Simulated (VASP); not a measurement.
# CuO (Cccm) in VASP: single point with PBE

Aim: the single point of CuO with PBE.

Program: VASP 6.6.1. These are calculated values, not measurements. Logs are shortened: lines on timing, memory, paths and dates and some standing lists are left out, and cuts for length are marked.

## (1) The cell of the first run

Symmetry: Cccm, No. 66, orthorhombic system. The conventional cell has a = 4.164 Å, b = 4.176 Å, c = 5.151 Å, α = 90.00°, β = 90.00°, γ = 90.00°. Cu (site symmetry 2/m) has 4 O at 1.96 Å within 2.6 Å. O (site symmetry 222) has 4 Cu at 1.96 Å and 2 O at 2.58 Å within 2.6 Å.

## (2) Single point, PBE

The input, INCAR:

```
PREC = Accurate
ENCUT = 1340
EDIFF = 1E-6
ISMEAR = 0
SIGMA = 0.1
LREAL = F
LASPH = T
NELM = 120
ALGO = Normal
ISIF = 2
LWAVE = F
LCHARG = T
GGA = PE
LELF = T
LVHAR = T
NBANDS = 33
GGA_COMPAT = F
```

The input, KPOINTS:

```
regular mesh
0
Gamma
  12 12 7
```

The input, POSCAR:

```
CuO
1.0
    2.9487032640      0.0000000000      0.0000000000
   -0.0081921837      2.9486918841      0.0000000000
    0.0000000000      0.0000000000      5.1512621168
Cu O
2 2
Direct
    0.0000000000      0.5000000000      0.0000000000
    0.5000000000      0.0000000000      0.5000000000
    0.5000000000      0.5000000000      0.2500000000
    0.5000000000      0.5000000000      0.7500000000
```

Potentials or basis: VASP PAW PBE potentials, release 64 (Cu_sv_GW, O_h).

Run with:

```console
> cat potpaw_PBE.64/Cu_sv_GW/POTCAR potpaw_PBE.64/O_h/POTCAR > POTCAR
> mpirun -np 1 vasp_std > vasp.out
```

OUTCAR:

```text
PREC = Accurate
   ENCUT = 1340
   EDIFF = 1E-6
   ISMEAR = 0
   LREAL = F
   LASPH = T
   NELM = 120
   ISIF = 2
   GGA = PE

 ion  position               nearest neighbor table
   1  0.000  0.500  0.000-   3 1.96   4 1.96   3 1.96   4 1.96
   2  0.500  0.000  0.500-   3 1.96   4 1.96   3 1.96   4 1.96
   3  0.500  0.500  0.250-   1 1.96   1 1.96   2 1.96   2 1.96
   4  0.500  0.500  0.750-   1 1.96   1 1.96   2 1.96   2 1.96

  LATTYP: Found a base centered orthorhombic cell.
 ALAT       =     4.1642993697
 B/A-ratio  =     1.0027821027
 C/A-ratio  =     1.2370057144

  Lattice vectors:

 A1 = (   2.9487032640,   0.0000000000,   0.0000000000)
 A2 = (  -0.0081921837,   2.9486918841,   0.0000000000)
 A3 = (   0.0000000000,   0.0000000000,   5.1512621168)

Analysis of symmetry for initial positions (statically):
=====================================================================
 Subroutine PRICEL returns:
 Original cell was already a primitive cell.

 Routine SETGRP: Setting up the symmetry group for a
 base centered orthorhombic supercell.

 Subroutine GETGRP returns: Found  8 space group operations
 (whereof  4 operations were pure point group operations)
 out of a pool of  8 trial point group operations.

The static configuration has the point symmetry C_2h.
 The point group associated with its full space group is D_2h.

Analysis of symmetry for dynamics (positions and initial velocities):
=====================================================================
 Subroutine PRICEL returns:
 Original cell was already a primitive cell.

 Routine SETGRP: Setting up the symmetry group for a
 base centered orthorhombic supercell.

 Subroutine GETGRP returns: Found  8 space group operations
 (whereof  4 operations were pure point group operations)
 out of a pool of  8 trial point group operations.

The dynamic configuration has the point symmetry C_2h.
 The point group associated with its full space group is D_2h.

 Subroutine INISYM returns: Found  8 space group operations
 (whereof  4 operations are pure point group operations),
 and found     1 'primitive' translations

----------------------------------------------------------------------------------------

                                     Primitive cell

  volume of cell :      44.7893

  direct lattice vectors                    reciprocal lattice vectors
     2.948703264  0.000000000  0.000000000     0.339132124  0.000942192  0.000000000
    -0.008192184  2.948691884  0.000000000     0.000000000  0.339133432  0.000000000
     0.000000000  0.000000000  5.151262117     0.000000000  0.000000000  0.194127182

  length of vectors
     2.948703264  2.948703264  5.151262117     0.339133432  0.339133432  0.194127182

  position of ions in fractional coordinates (direct lattice)
     0.000000000  0.500000000  0.000000000
     0.500000000  0.000000000  0.500000000
     0.500000000  0.500000000  0.250000000
     0.500000000  0.500000000  0.750000000

  ion indices of the primitive-cell ions
   primitive index   ion index
                 1           1
                 2           2
                 3           3
                 4           4

----------------------------------------------------------------------------------------

 KPOINTS: regular mesh

Automatic generation of k-mesh.
 Grid dimensions read from file:
 generate k-points for:   12   12    7

 Generating k-lattice:

  Cartesian coordinates                     Fractional coordinates (reciprocal lattice)
     0.028261010  0.000078516  0.000000000     0.083333333  0.000000000  0.000000000
     0.000000000  0.028261119  0.000000000     0.000000000  0.083333333  0.000000000
     0.000000000  0.000000000  0.027732455     0.000000000  0.000000000  0.142857143

  Length of vectors
     0.028261119  0.028261119  0.027732455

  Shift w.r.t. Gamma in fractional coordinates (k-lattice)
     0.000000000  0.000000000  0.000000000

 Subroutine IBZKPT returns following result:
 ===========================================

 Found    172 irreducible k-points:

 Following reciprocal coordinates:
            Coordinates               Weight
  0.000000  0.000000  0.000000      1.000000
  0.083333  0.000000  0.000000      4.000000
  0.166667  0.000000  0.000000      4.000000
  0.250000  0.000000  0.000000      4.000000
  0.333333  0.000000  0.000000      4.000000
  0.416667  0.000000  0.000000      4.000000
[... 16 lines left out ...]
  0.500000  0.166667  0.000000      4.000000
 -0.416667  0.166667  0.000000      4.000000
 [... further k-points ...]
   k-points           NKPTS =    172   k-points in BZ     NKDIM =    172   number of bands    NBANDS=     33
   number of dos      NEDOS =    301   number of ions     NIONS =      4
   total plane-waves  NPLWV =  82944
   dimension x,y,z NGX =    36 NGY =   36 NGZ =   64
   dimension x,y,z NGXF=    72 NGYF=   72 NGZF=  128
   ions per type =               2   2
   NGX,Y,Z   is equivalent  to a cutoff of  20.30, 20.30, 20.65 a.u.
   NGXF,Y,Z  is equivalent  to a cutoff of  40.59, 40.59, 41.31 a.u.
 SYSTEM =  unknown system
   PREC   = accura    normal or accurate (medium, high low for compatibility)
   ISTART =      0    job   : 0-new  1-cont  2-samecut
   ICHARG =      2    charge: 1-file 2-atom 10-const
   ISPIN  =      1    spin polarized calculation?
   LNONCOLLINEAR =      F non collinear calculations
   LSORBIT =      F    spin-orbit coupling
   LASPH  =      T    aspherical Exc in radial PAW
   ENCUT  = 1340.0 eV  98.49 Ry    9.92 a.u.   8.80  8.80 15.38*2*pi/ulx,y,z
   NELM   =    120;   NELMIN=  2; NELMDL= -5     # of ELM steps
   EDIFF  = 0.1E-05   stopping-criterion for ELM
   LREAL  =      F    real-space projection
[... 7 lines left out ...]
   TEBEG  =    0.0;   TEEND  =   0.0 temperature during run
   PSTRESS=    0.0 pullay stress
   NELECT =      50.0000    total number of electrons
   NUPDOWN=      -1.0000    fix difference up-down
   EMIN   =  10.00;   EMAX   =-10.00  energy-range for DOS
   EFERMI =   0.00;   METHOD = LEGACY
   ISMEAR =     0;   SIGMA  =   0.10  broadening in eV -4-tet -1-fermi 0-gaus
   EFERMI_NEDOS =   21; number of points for ismear=-14 and -15
   IALGO  =     38    algorithm
   IMIX   =      4    mixing-type and parameters
     AMIX     =   0.40;   BMIX     =  1.00
     AMIX_MAG =   1.60;   BMIX_MAG =  1.00
  volume/ion in A,a.u.               =      11.20        75.56
  Fermi-wavevector in a.u.,A,eV,Ry     =   1.698270  3.209265 39.240859  2.884122
  Thomas-Fermi vector in A             =   2.778800
   LORBIT       =      0    0 simple, 1 ext, 2 COOP (PROOUT), +10 PAW based schemes
   GGA     = PE    functional components
   LHFCALC =     F    Hartree Fock is set to
   AEXX    =    0.0000 exact exchange contribution
   IVDW    =     0    specifies the selected vdW correction
   LEPSILON=     F    determine dielectric tensor
   LRPA    =     F    only Hartree local field effects (RPA)
 non-spin polarized calculation
 Gauss-broadening in eV      SIGMA  =   0.10
  energy-cutoff  :     1340.00
  volume of cell :       44.79
 maximum number of plane-waves:      5023
   NGX = 17   NGY = 17   NGZ = 31

 number of electron      49.9999997 magnetization

 Free energy of the ion-electron system (eV)
  ---------------------------------------------------
  ext. energy  EPLUGINS =         0.00000000
  ---------------------------------------------------
  free energy    TOTEN  =       -19.91987061 eV

  energy without entropy =      -19.90951179  energy(sigma->0) =      -19.91469120

 E-fermi :   5.1588     XC(G=0): -11.5994

 val. band max:        5.1529233921   @ k =   0.5000   0.0833   0.0000
 cond. band min:       5.1625261264   @ k =   0.1667   0.1667   0.0000
 fundamental gap:      0.0096027342
 Fermi energy:         5.1588340045

 k-point     1 :       0.0000    0.0000    0.0000
  band No.  band energies     occupation
      1    -107.5614      2.00000
      2    -107.5611      2.00000
      3     -65.0500      2.00000
      4     -65.0500      2.00000
      5     -65.0190      2.00000
      6     -65.0137      2.00000
[... 25 lines left out ...]
     32      19.4967      0.00000
     33      19.9141      0.00000

 k-point     2 :       0.0833    0.0000    0.0000
  band No.  band energies     occupation
      1    -107.5614      2.00000
      2    -107.5611      2.00000
      3     -65.0508      2.00000
      4     -65.0500      2.00000
      5     -65.0188      2.00000
      6     -65.0137      2.00000
[... 25 lines left out ...]
     32      19.6028      0.00000
     33      20.1987      0.00000

 k-point     3 :       0.1667    0.0000    0.0000
  band No.  band energies     occupation
      1    -107.5613      2.00000
      2    -107.5610      2.00000
      3     -65.0528      2.00000
      4     -65.0499      2.00000
      5     -65.0184      2.00000
      6     -65.0138      2.00000
[... 25 lines left out ...]
     32      19.8516      0.00000
     33      19.9912      0.00000

 k-point     4 :       0.2500    0.0000    0.0000
  band No.  band energies     occupation
      1    -107.5611      2.00000
      2    -107.5609      2.00000
      3     -65.0555      2.00000
      4     -65.0497      2.00000
      5     -65.0177      2.00000
      6     -65.0140      2.00000
[... 25 lines left out ...]
     32      19.5761      0.00000
     33      20.2040      0.00000

 k-point     5 :       0.3333    0.0000    0.0000
  band No.  band energies     occupation
      1    -107.5609      2.00000
      2    -107.5608      2.00000
      3     -65.0582      2.00000
      4     -65.0496      2.00000
      5     -65.0170      2.00000
      6     -65.0142      2.00000
[... 604 lines left out ...]
 k-point    22 :       0.4167    0.1667    0.0000
  band No.  band energies     occupation
      1    -107.5607      2.00000
      2    -107.5606      2.00000
      3     -65.0601      2.00000
      4     -65.0521      2.00000
      5     -65.0158      2.00000
      6     -65.0146      2.00000
[... 25 lines left out ...]
     32      18.0194      0.00000
     33      18.6513      0.00000

 k-point    23 :       0.5000    0.1667    0.0000
  band No.  band energies     occupation
      1    -107.5606      2.00000
      2    -107.5606      2.00000
      3     -65.0609      2.00000
      4     -65.0521      2.00000
      5     -65.0153      2.00000
      6     -65.0149      2.00000
[... 25 lines left out ...]
     32      18.1342      0.00000
     33      18.1771      0.00000

 k-point    24 :      -0.4167    0.1667    0.0000
  band No.  band energies     occupation
      1    -107.5607      2.00000
      2    -107.5606      2.00000
      3     -65.0601      2.00000
      4     -65.0521      2.00000
      5     -65.0158      2.00000
      6     -65.0146      2.00000
[... 25 lines left out ...]
     32      18.0380      0.00000
     33      18.6580      0.00000

 [... further k-points ...]

------------------------ aborting loop because EDIFF is reached ----------------------------------------

  FORCE on cell =-STRESS in cart. coord.  units (eV):
  Direction    XX          YY          ZZ          XY          YZ          ZX
  --------------------------------------------------------------------------------------
  -------------------------------------------------------------------------------------
  Total       -0.0326232     -0.0325899     -0.0277477      0.0059961      0.0000000      0.0000000
  in kB       -1.1669788     -1.1657870     -0.9925744      0.2144894      0.0000000      0.0000000
  external PRESSURE =      -1.1084467 kB  Pullay stress =       0.0000000 kB

 VOLUME and BASIS-vectors are now :
 -----------------------------------------------------------------------------
  energy-cutoff  :     1340.00
  volume of cell :       44.79
      direct lattice vectors                 reciprocal lattice vectors
     2.948703264  0.000000000  0.000000000     0.339132124  0.000942192  0.000000000
    -0.008192184  2.948691884  0.000000000     0.000000000  0.339133432  0.000000000
     0.000000000  0.000000000  5.151262117     0.000000000  0.000000000  0.194127182

 POSITION                                       TOTAL-FORCE (eV/Angst)
 -----------------------------------------------------------------------------------
     -0.00410      1.47435      0.00000         0.000000      0.000000      0.000000
      1.47435      0.00000      2.57563         0.000000      0.000000      0.000000
      1.47026      1.47435      1.28782         0.000000      0.000000     -0.000000
      1.47026      1.47435      3.86345        -0.000000      0.000000      0.000000
 -----------------------------------------------------------------------------------
    total drift:                                0.000000      0.000000      0.000000

  FREE ENERGIE OF THE ION-ELECTRON SYSTEM (eV)
  ---------------------------------------------------
  free  energy   TOTEN  =       -19.9198706096 eV

  energy  without entropy=      -19.9095117851  energy(sigma->0) =      -19.91469120
```

Run time: 14 min. Hardware: 1 thread of AMD EPYC 9R45 (Zen 5), shared host; peak memory 0.98 GiB.

Results:

```yaml
Free_energy: -19.9199 eV
Pressure: -0.1 GPa
Band_gap_on_the_k_mesh: zero (bands 25 and 26 overlap by 0.99 eV)
```

Levels at points of the mesh, in eV from the Fermi level:
| k point | band 21 | band 22 | band 23 | band 24 | band 25 | band 26 | band 27 | band 28 | band 29 | band 30 |
| --- | --- | --- | --- | --- | --- | --- | --- | --- | --- | --- |
| (0.00, 0.00, 0.00) | -2.38 | -2.36 | -2.27 | -1.90 | 0.65 | 0.66 | 1.33 | 6.01 | 7.20 | 13.08 |
| (0.50, 0.00, 0.00) | -2.27 | -1.89 | -1.57 | -1.51 | 0.20 | 0.45 | 3.67 | 5.76 | 6.33 | 10.82 |
| (0.50, 0.50, 0.00) | -2.34 | -2.34 | -1.59 | -1.21 | -1.21 | 1.10 | 2.08 | 7.12 | 9.67 | 9.72 |

Caveat: semilocal functionals often make such compounds metallic where correlation or magnetic order opens a gap, which also shifts bond lengths. With open d or f shells a metallic result of PBE can be an artefact of self-interaction; +U or a hybrid may open a gap.
